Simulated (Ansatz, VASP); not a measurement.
AgB2 in VASP and in Ansatz

```xyz
3
Lattice="3.0268 0.0000 0.0000 -1.5134 2.6213 0.0000 0.0000 0.0000 4.0639" Properties=species:S:1:pos:R:3 pbc="T T T"
Ag    0.0000    0.0000    0.0000
B     0.0000    1.7475    2.0320
B     1.5134    0.8738    2.0320
```

Alike in both runs: task single point; functional RPBE; k mesh 10 × 10 × 7; no spin polarisation.

|  | VASP | Ansatz |
| --- | --- | --- |
| version | VASP 6.6.1 | Ansatz 0.2.0 |
| potentials or method | VASP PAW PBE potentials, release 64 (Ag, B) | plane waves, PAW |
| plane-wave cutoff (eV) | 520 | 420 |
| occupations | methfessel-paxton of order 1, width 0.1 eV | cold |
| valence electrons in the cell | 17 | 25 |

|  | VASP | Ansatz | Ansatz less VASP |
| --- | --- | --- | --- |
| pressure (GPa) | 3.0 | 3.1 | +0.13 |
| traceless stress, the component that is largest in VASP (GPa) | 0.41 | 0.46 | +0.046 |

VASP's potentials were made for PBE, not for RPBE. VASP's potentials hold 17 valence electrons a cell and Ansatz's 25, so a difference there can come from the potentials and not from the codes.
